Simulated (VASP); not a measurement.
Ge, 2 atoms in the cell. Symmetry: Fd-3m, No. 227, cubic system. Conventional cell: a = 5.439 Å, b = 5.439 Å, c = 5.439 Å, α = 90.00°, β = 90.00°, γ = 90.00°. Within 3.1 Å of Ge (site symmetry -43m) lie 4 Ge at 2.36 Å.  This cell differs from its parent crystal: volume scaled by 0.88.

```yaml
Program: VASP 6.6.1
Task: single point
Functional: PBEsol
Potentials_or_basis: VASP PAW PBE potentials, release 64 (Ge_d)
Cutoff: 520 eV
k_mesh: 13 × 13 × 13
Occupations: fermi-dirac, width 0.05 eV
Spin: no spin polarisation
Dipole_correction: no
Further_INCAR_settings: ALGO = Normal; EDIFF = 1e-06; NBANDS = 21
```

Potentials or basis: VASP PAW PBE potentials, release 64 (Ge_d).

The run is started by

```console
$ cat potpaw_PBE.64/Ge_d/POTCAR > POTCAR
$ mpirun -np 1 vasp_std > vasp.out
```

Hardware: 1 thread of AMD EPYC 7R43 64-Core Processor (Zen 3), with other jobs on the host.

**Question.** Estimate the wall time of this run.

**Answer.** Wall time 66 s on 1 thread of AMD EPYC 7R43 64-Core Processor (Zen 3), on a shared host, peak memory 0.17 GiB. Counts: scf iterations 12, k points 84.
